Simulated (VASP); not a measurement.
# AlN (R3m) in VASP: further runs

AlN is run at these levels: PBEsol; tasks: single point.

All numbers are computed with VASP 6.6.1; they aren't measurements. Logs are shortened: lines on timing, memory, paths and dates and some standing lists are left out, and cuts for length are marked.

## 1. The cell of the first run

It takes space group R3m (No. 160, trigonal). Conventional cell: a = 3.100 Å, b = 3.100 Å, c = 7.506 Å, α = 90.00°, β = 90.00°, γ = 120.00°. Al (site symmetry 3m) has 4 N at 1.89 Å within 2.5 Å. N (site symmetry 3m) has 4 Al at 1.89 Å within 2.5 Å.

## 2. Single point, PBEsol

File INCAR:

```
SYSTEM = AlN
  PREC = Accurate
  ENCUT = 600
  EDIFF = 1E-6
  ISMEAR = 0
  SIGMA = 0.01
  LREAL = .False.
  LASPH = .True.
  NELM = 120
  ALGO = Normal
  ISIF = 2
  LWAVE = .False.
  LCHARG = .True.
  GGA = PS
  LELF = .True.
  LVHAR = .True.
  NBANDS = 11
  GGA_COMPAT = .False.
```

File KPOINTS:

```
Automatic mesh
0
Gamma
  6 6 6
  0 0 0
```

File POSCAR:

```
AlN
1.0
   -0.0169435159      2.1752747626      2.1752747626
    2.1752747626     -0.0169435159      2.1752747626
    2.1752747626      2.1752747626     -0.0169435159
Al N
1 1
Direct
   -0.0005783994     -0.0005783994     -0.0005783994
    0.2505783994      0.2505783994      0.2505783994
```

Potentials or basis: VASP PAW PBE potentials, release 64 (Al, N).

On the command line:

```console
$ cat potpaw_PBE.64/Al/POTCAR potpaw_PBE.64/N/POTCAR > POTCAR
$ mpirun -np 1 vasp_std > vasp.out
```

OUTCAR:

```text
SYSTEM = AlN
   PREC = Accurate
   ENCUT = 600
   EDIFF = 1E-6
   ISMEAR = 0
   LREAL = .False.
   LASPH = .True.
   NELM = 120
   ISIF = 2
   GGA = PS

 ion  position               nearest neighbor table
   1  0.999  0.999  0.999-   2 1.89   2 1.89   2 1.89   2 1.89
   2  0.251  0.251  0.251-   1 1.89   1 1.89   1 1.89   1 1.89

  LATTYP: Found a trigonal (rhomboedric) cell.
 ALAT       =     3.0763497311
 COS(alpha) =     0.4921959308

  Lattice vectors:

 A1 = (  -0.0169435159,   2.1752747626,   2.1752747626)
 A2 = (   2.1752747626,  -0.0169435159,   2.1752747626)
 A3 = (   2.1752747626,   2.1752747626,  -0.0169435159)

Analysis of symmetry for initial positions (statically):
=====================================================================
 Subroutine PRICEL returns:
 Original cell was already a primitive cell.

 Routine SETGRP: Setting up the symmetry group for a
 trigonal (rhombohedral) supercell.

 Subroutine GETGRP returns: Found  6 space group operations
 (whereof  6 operations were pure point group operations)
 out of a pool of 12 trial point group operations.

The static configuration has the point symmetry C_3v.

Analysis of symmetry for dynamics (positions and initial velocities):
=====================================================================
 Subroutine PRICEL returns:
 Original cell was already a primitive cell.

 Routine SETGRP: Setting up the symmetry group for a
 trigonal (rhombohedral) supercell.

 Subroutine GETGRP returns: Found  6 space group operations
 (whereof  6 operations were pure point group operations)
 out of a pool of 12 trial point group operations.

The dynamic configuration has the point symmetry C_3v.

 Subroutine INISYM returns: Found  6 space group operations
 (whereof  6 operations are pure point group operations),
 and found     1 'primitive' translations

----------------------------------------------------------------------------------------

                                     Primitive cell

  volume of cell :      20.8265

  direct lattice vectors                    reciprocal lattice vectors
    -0.016943516  2.175274763  2.175274763    -0.227187733  0.228971222  0.228971222
     2.175274763 -0.016943516  2.175274763     0.228971222 -0.227187733  0.228971222
     2.175274763  2.175274763 -0.016943516     0.228971222  0.228971222 -0.227187733

  length of vectors
     3.076349731  3.076349731  3.076349731     0.395562773  0.395562773  0.395562773
[... 88 lines left out ...]
   ISYM   =      2    0-nonsym 1-usesym 2-fastsym
   POTIM  = 0.5000    time-step for ionic-motion
   TEBEG  =    0.0;   TEEND  =   0.0 temperature during run
   PSTRESS=    0.0 pullay stress
   NELECT =       8.0000    total number of electrons
   NUPDOWN=      -1.0000    fix difference up-down
   EMIN   =  10.00;   EMAX   =-10.00  energy-range for DOS
   EFERMI =   0.00;   METHOD = LEGACY
   ISMEAR =     0;   SIGMA  =   0.01  broadening in eV -4-tet -1-fermi 0-gaus
   EFERMI_NEDOS =   21; number of points for ismear=-14 and -15
   IALGO  =     38    algorithm
   IMIX   =      4    mixing-type and parameters
     AMIX     =   0.40;   BMIX     =  1.00
     AMIX_MAG =   1.60;   BMIX_MAG =  1.00
  volume/ion in A,a.u.               =      10.41        70.27
  Fermi-wavevector in a.u.,A,eV,Ry     =   1.190052  2.248872 19.268884  1.416223
  Thomas-Fermi vector in A             =   2.326145
   LORBIT       =      0    0 simple, 1 ext, 2 COOP (PROOUT), +10 PAW based schemes
   GGA     = PS    functional components
   LHFCALC =     F    Hartree Fock is set to
   AEXX    =    0.0000 exact exchange contribution
   IVDW    =     0    specifies the selected vdW correction
   LEPSILON=     F    determine dielectric tensor
   LRPA    =     F    only Hartree local field effects (RPA)
 non-spin polarized calculation
 Gauss-broadening in eV      SIGMA  =   0.01
  energy-cutoff  :      600.00
  volume of cell :       20.83
 maximum number of plane-waves:       711
 NGX is ok and might be reduce to    28
   NGX = 13   NGY = 13   NGZ = 13

 number of electron       8.0000000 magnetization

 Free energy of the ion-electron system (eV)
  ---------------------------------------------------
  ext. energy  EPLUGINS =         0.00000000
  ---------------------------------------------------
  free energy    TOTEN  =       -15.60819129 eV

  energy without entropy =      -15.60819129  energy(sigma->0) =      -15.60819129

 E-fermi :   6.0412     XC(G=0): -11.1309

 val. band max:        5.9526681128   @ k =   0.0000   0.0000   0.0000
 cond. band min:       9.0669041001   @ k =   0.5000   0.5000  -0.0000
 fundamental gap:      3.1142359873
 Fermi energy:         6.0411566390

 k-point     1 :       0.0000    0.0000    0.0000
  band No.  band energies     occupation
      1      -9.0776      2.00000
      2       5.8509      2.00000
      3       5.8509      2.00000
      4       5.9527      2.00000
      5      10.0154      0.00000
      6      18.2527      0.00000
      7      18.2527      0.00000
      8      18.5646      0.00000
      9      23.4705      0.00000
     10      23.4705      0.00000
     11      24.8004      0.00000
[... 309 lines left out ...]
 k-point    24 :      -0.3333    0.5000    0.1667
  band No.  band energies     occupation
      1      -6.3009      2.00000
      2       1.5314      2.00000
      3       3.0681      2.00000
      4       3.3496      2.00000
      5      11.0210      0.00000
      6      16.0772      0.00000
      7      18.7254      0.00000
      8      18.8826      0.00000
      9      22.3555      0.00000
     10      25.9756      0.00000
     11      30.3841      0.00000

 [... further k-points ...]

------------------------ aborting loop because EDIFF is reached ----------------------------------------

  FORCE on cell =-STRESS in cart. coord.  units (eV):
  Direction    XX          YY          ZZ          XY          YZ          ZX
  --------------------------------------------------------------------------------------
  -------------------------------------------------------------------------------------
  Total        0.1634225      0.1634225      0.1634225      0.1817034      0.1817034      0.1817034
  in kB       12.5720303     12.5720303     12.5720303     13.9783713     13.9783713     13.9783713
  external PRESSURE =      12.5720303 kB  Pullay stress =       0.0000000 kB

 VOLUME and BASIS-vectors are now :
 -----------------------------------------------------------------------------
  energy-cutoff  :      600.00
  volume of cell :       20.83
      direct lattice vectors                 reciprocal lattice vectors
    -0.016943516  2.175274763  2.175274763    -0.227187733  0.228971222  0.228971222
     2.175274763 -0.016943516  2.175274763     0.228971222 -0.227187733  0.228971222
     2.175274763  2.175274763 -0.016943516     0.228971222  0.228971222 -0.227187733

 POSITION                                       TOTAL-FORCE (eV/Angst)
 -----------------------------------------------------------------------------------
      4.33110      4.33110      4.33110        -0.000494     -0.000494     -0.000494
      1.08591      1.08591      1.08591         0.000494      0.000494      0.000494
 -----------------------------------------------------------------------------------
    total drift:                                0.000013      0.000013      0.000013

  FREE ENERGIE OF THE ION-ELECTRON SYSTEM (eV)
  ---------------------------------------------------
  free  energy   TOTEN  =       -15.6081912882 eV

  energy  without entropy=      -15.6081912882  energy(sigma->0) =      -15.60819129
```

Wall time 21 s (1 thread of Intel Xeon 8259CL, shared host); peak memory 0.15 GiB.

Results:

| Property | Result |
| --- | --- |
| Free energy | -15.6082 eV |
| Pressure | 1.3 GPa |
| Band gap on the k mesh | 3.11 eV (least direct gap 4.06 eV) |

Stress tensor (GPa, compression positive):
```
1.26 1.40 1.40
1.40 1.26 1.40
1.40 1.40 1.26
```

Caveat: the PAW data sets were made with another functional, which shifts forces and pressure a little.

## 3. Single point, PBEsol

File INCAR:

```
PREC = Accurate ; ENCUT = 600
EDIFF = 1E-6 ; ISMEAR = 0
SIGMA = 0.01 ; LREAL = F
LASPH = T ; NELM = 120
ALGO = Normal ; ISIF = 2
LWAVE = F ; LCHARG = T
GGA = PS ; LELF = T
LVHAR = T ; NBANDS = 11
GGA_COMPAT = F
```

File KPOINTS:

```
Automatic mesh
0
Gamma
  6 6 6
```

POSCAR is that of step 2.

Potentials or basis: VASP PAW PBE potentials, release 64 (Al, N).

On the command line:

```console
$ cat potpaw_PBE.64/Al/POTCAR potpaw_PBE.64/N/POTCAR > POTCAR
$ mpirun -np 1 vasp_std > vasp.out
```

It took 21 s on 1 thread of Intel Xeon 8259CL, shared host; peak memory 0.15 GiB.

Results (log left out):

| Property | Result |
| --- | --- |
| Free energy | -15.6082 eV |
| Pressure | 1.3 GPa |
| Band gap on the k mesh | 3.11 eV (least direct gap 4.06 eV) |

Stress tensor (GPa, compression positive):
```
1.26 1.40 1.40
1.40 1.26 1.40
1.40 1.40 1.26
```

Levels at points of the mesh, in eV from the valence-band top:
| k point | band 1 | band 2 | band 3 | band 4 | band 5 | band 6 | band 7 | band 8 | band 9 |
| --- | --- | --- | --- | --- | --- | --- | --- | --- | --- |
| (0.00, 0.00, 0.00) | -15.03 | -0.10 | -0.10 | 0.00 | 4.06 | 12.30 | 12.30 | 12.61 | 17.52 |
| (0.50, 0.00, 0.00) | -12.96 | -6.00 | -0.56 | -0.50 | 7.25 | 9.69 | 10.94 | 11.09 | 17.77 |
| (0.50, 0.50, 0.00) | -12.30 | -5.02 | -1.92 | -1.80 | 3.11 | 8.42 | 13.80 | 15.53 | 15.60 |
| (0.50, 0.50, 0.50) | -12.90 | -5.94 | -0.61 | -0.61 | 7.13 | 9.70 | 10.84 | 10.84 | 17.76 |

Caveat: the PAW data sets were made with another functional, which shifts forces and pressure a little. A k mesh can miss the band edges.
